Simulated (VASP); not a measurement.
Set up this calculation in VASP 6.6.1, as the native input.

```
Task                   : single point
Functional             : PBE
Potentials or basis    : VASP PAW PBE potentials, release 64 (Hf_pv)
Cutoff                 : 520 eV
k mesh                 : 17 × 17 × 17
Occupations            : fermi-dirac, width 0.05 eV
Spin                   : no spin polarisation
Dipole correction      : no
Further INCAR settings : ALGO = Normal; EDIFF = 1e-07; NBANDS = 11
```

The structure of Hf lies in POSCAR:

```
Hf
1.0
   -1.5569255878      1.5569255878      1.5569255878
    1.5569255878     -1.5569255878      1.5569255878
    1.5569255878      1.5569255878     -1.5569255878
Hf
1
Direct
    0.0000000000      0.0000000000      0.0000000000
```

These files were run (other wordings do the same):

INCAR

```
SYSTEM = Hf
ALGO = Normal
EDIFF = 1E-7
ENCUT = 520
GGA = PE
ISIF = 2
ISMEAR = -1
LASPH = .TRUE.
LCHARG = .TRUE.
LELF = .TRUE.
LREAL = .FALSE.
LVHAR = .TRUE.
LWAVE = .FALSE.
NBANDS = 11
NELM = 100
PREC = Accurate
SIGMA = 0.05
```

KPOINTS

```
k-points
0
G
  17 17 17
  0 0 0
```

Potentials or basis: VASP PAW PBE potentials, release 64 (Hf_pv).

Command:

```sh
$ cat potpaw_PBE.64/Hf_pv/POTCAR > POTCAR
$ mpirun -np 1 vasp_std > vasp.out
```

Results of the run:

* Pressure: 73.2 GPa
* Band gap on the k mesh: zero (band 5 reaches 9.29 eV, above the bottom of band 6 at 6.42 eV)

Caveat: spin-orbit coupling is left out, which moves the levels of the heavy elements.

Wall time 14 s on 1 thread of Intel Xeon 6975P-C (shared host), peak memory 0.14 GiB.
